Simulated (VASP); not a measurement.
## BaTiO3: single point with PBE

BaTiO3:

```xyz
5
Lattice="4.0523 0.0000 0.0000 0.0105 4.0523 0.0000 0.0105 0.0104 4.0523" Properties=species:S:1:pos:R:3 pbc="T T T"
Ba    0.0000    0.0000    0.0000
Ti    1.9796    1.9745    1.9694
O     2.0657    2.0604    0.0750
O     0.0856    2.0655    2.0602
O     2.0657    0.0803    2.0602
```

```yaml
Program: VASP 6.6.1
Task: single point
Functional: PBE
Potentials_or_basis: VASP PAW PBE potentials, release 64 (Ba_sv, Ti_sv, O_h)
Cutoff: 910 eV
k_mesh: 6 × 6 × 6
Occupations: fermi-dirac, width 0.1 eV
Spin: no spin polarisation
Dipole_correction: no
k_mesh_for_the_DOS: 9 × 9 × 9
Occupations_for_the_DOS: tetrahedron
Further_INCAR_settings: ALGO = Normal; EDIFF = 1e-06; NBANDS = 28
```

* Valence electrons inside the program's atomic spheres: Ba 7.96; Ti 10.22; O 3.36

Levels at points of the mesh, in eV from the valence-band top:
```tsv
k point	band 17	band 18	band 19	band 20	band 21	band 22	band 23	band 24
(0.00, 0.00, 0.00)	-0.98	-0.49	-0.38	-0.38	2.30	2.30	2.41	4.25
```

It took 5 min on 1 thread of AMD EPYC 7R43 64-Core Processor (Zen 3) (shared host), peak memory 0.46 GiB.

Caveat: spin-orbit coupling is left out, which moves the levels of the heavy elements.
